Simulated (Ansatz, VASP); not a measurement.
## Two plane-wave programs on BeS

```
Be S
1.0
     0.00000    2.15443    2.15443
     2.15443    0.00000    2.15443
     2.15443    2.15443    0.00000
Be S
1 1
Cartesian
  0.0000 0.0000 0.0000
  2.1544 2.1544 2.1544
```

Alike in both runs: task relaxation of cell and atoms; functional PBE; k mesh 16 × 16 × 16; occupations fermi-dirac, width 0.08 eV; no spin polarisation.

|  | VASP | Ansatz |
| --- | --- | --- |
| version | VASP 6.6.1 | Ansatz 0.2.0 |
| potentials or method | VASP PAW PBE potentials, release 64 (Be, S) | PAW with Ansatz's default frozen-core files, scalar-relativistic |
| plane-wave cutoff (eV) | 600 | 420 |
| valence electrons in the cell | 8 | 8 |

|  | VASP | Ansatz | Ansatz less VASP |
| --- | --- | --- | --- |
| relaxed volume (Å³/atom) | 12.39 | 12.40 | +0.013 |
| relaxed cell length with the largest relative difference (Å) | 3.272 | 3.273 | +0.0011 |

Noted on VASP's run: the volume moved by over 15 % at a fixed basis, so the end points are rough.
